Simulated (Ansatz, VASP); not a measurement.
## One calculation of Si2Ge2Ir, two programs

Contents of INCAR:

```
SYSTEM = Si2Ge2Ir
ALGO     = Normal         ! electronic algorithm
EDIFF    = 1E-7           ! SCF threshold, eV
EDIFFG   = -0.08          ! ionic threshold
ENCUT    = 500            ! plane-wave cutoff, eV
GGA      = PE             ! functional
GGA_COMPAT= .FALSE.      
IBRION   = 2              ! ionic algorithm
ISIF     = 3              ! what is computed and relaxed
ISMEAR   = 0              ! smearing method
LASPH    = .TRUE.         ! aspherical terms in the spheres
LCHARG   = .FALSE.        ! write CHGCAR
LREAL    = .FALSE.        ! projectors in reciprocal space
LWAVE    = .FALSE.        ! write WAVECAR
NELM     = 120            ! most SCF steps
NELMIN   = 4            
NSW      = 36             ! ionic steps
PREC     = Accurate       ! precision mode
SIGMA    = 0.2            ! smearing width, eV
```

File KPOINTS:

```
k-points
0
G
  5 5 3
  0 0 0
```

POSCAR

```
Si2Ge2Ir
1.0
    4.0670094800      0.0000000000      0.0000000000
   -2.0335047400      3.5221335300      0.0000000000
    0.0000000000      0.0000000000      5.8825755800
Si Ge Ir
2 2 1
Direct
    0.0000000000      0.0000000000      0.0000000000
    0.0000000000      0.0000000000      0.5000000000
    0.6666666700      0.3333333300      0.5000000000
    0.6666666700      0.3333333300      0.0000000000
    0.3333333300      0.6666666700      0.5000000000
```

Input for Ansatz:

```yaml
crystal:
  lattice:
    - [4.06700948, 0.0, 0.0]
    - [-2.03350474, 3.52213353, 0.0]
    - [0.0, 0.0, 5.88257558]
  atoms:
    - { symbol: Si, position: [0.0, 0.0, 0.0] }
    - { symbol: Si, position: [0.0, 0.0, 0.5] }
    - { symbol: Ge, position: [0.66666667, 0.33333333, 0.5] }
    - { symbol: Ge, position: [0.66666667, 0.33333333, 0.0] }
    - { symbol: Ir, position: [0.33333333, 0.66666667, 0.5] }
basis:
  ecutwfc: 420
kpoints:
  mp_grid: { grid: [5, 5, 3] }
hamiltonian:
  xc: pbe
scf:
  occupations: { method: gaussian, width: 0.2 }
  lower_state_search: "off"
output:
  forces: true
  stress: true
  eigenvalues: true
relax:
  adjacent_minimum: "off"
  f_tol: 0.08
  max_steps: 16
  cell: { stress_tol: 0.8 }
```

Alike in both runs: task relaxation of cell and atoms; functional PBE; k mesh 5 × 5 × 3; occupations gaussian, width 0.2 eV; no spin polarisation.

|  | VASP | Ansatz |
| --- | --- | --- |
| version | VASP 6.6.1 | Ansatz 0.2.0 |
| potentials or method | VASP PAW PBE potentials, release 64 (Si, Ge_d, Ir), cutoff 500 eV | scalar-relativistic, plane waves, PAW |
| valence electrons in the cell | 45 | 53 |

Ansatz gave:

* gap on the k mesh at the Fermi level, each at its own relaxed structure (eV): none
* relaxed volume (Å³/atom): 18.02
* relaxed cell length with the largest relative difference (Å): 5.348

Q: Estimate VASP's values.

A: gap on the k mesh at the Fermi level, each at its own relaxed structure (eV): none; relaxed volume (Å³/atom): 18.00; relaxed cell length with the largest relative difference (Å): 5.342.

A gap of «none» marks a metal or a gap that the smearing closes. VASP's potentials hold 45 valence electrons a cell and Ansatz's 53, so a difference there can come from the potentials and not from the codes.

Spin-orbit coupling is off throughout.
